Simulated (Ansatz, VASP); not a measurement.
One calculation of AlH8, two programs

```
Al H
1.0
     6.36697    0.00000    0.00000
    -3.18348    5.51396    0.00000
     0.00000    0.00000    5.81847
Al H
1 8
Direct
  0.00000 0.00000 0.50000
  0.85523 0.14477 0.50000
  0.85523 0.71045 0.50000
  0.28955 0.14477 0.50000
  0.00000 0.00000 0.93561
  0.00000 0.00000 0.06439
  0.66667 0.33333 0.00000
  0.33333 0.66667 0.43563
  0.33333 0.66667 0.56437
```

Alike in both runs: functional PBE; k mesh 9 × 9 × 8; occupations gaussian, width 0.1 eV; no spin polarisation.

Ansatz relaxed the structure, and its values are those at the end. VASP's run is a single point on that final structure, the one shown.

|  | VASP | Ansatz |
| --- | --- | --- |
| version | VASP 6.6.1 | Ansatz 0.2.0 |
| potentials or method | VASP PAW PBE potentials, release 64 (Al, H), cutoff 520 eV | scalar-relativistic, plane waves, PAW |
| valence electrons in the cell | 11 | 11 |

```csv
,VASP,Ansatz,Ansatz less VASP
gap on the k mesh at the Fermi level (eV),none,none,-
pressure (GPa),-0.1,0.0,+0.09
rms of the force components (eV/Å),0.004,0.000,-0.0035
```

A gap of «none» marks a metal or a gap that the smearing closes. Ansatz's warnings: xc potential rough in thin density.
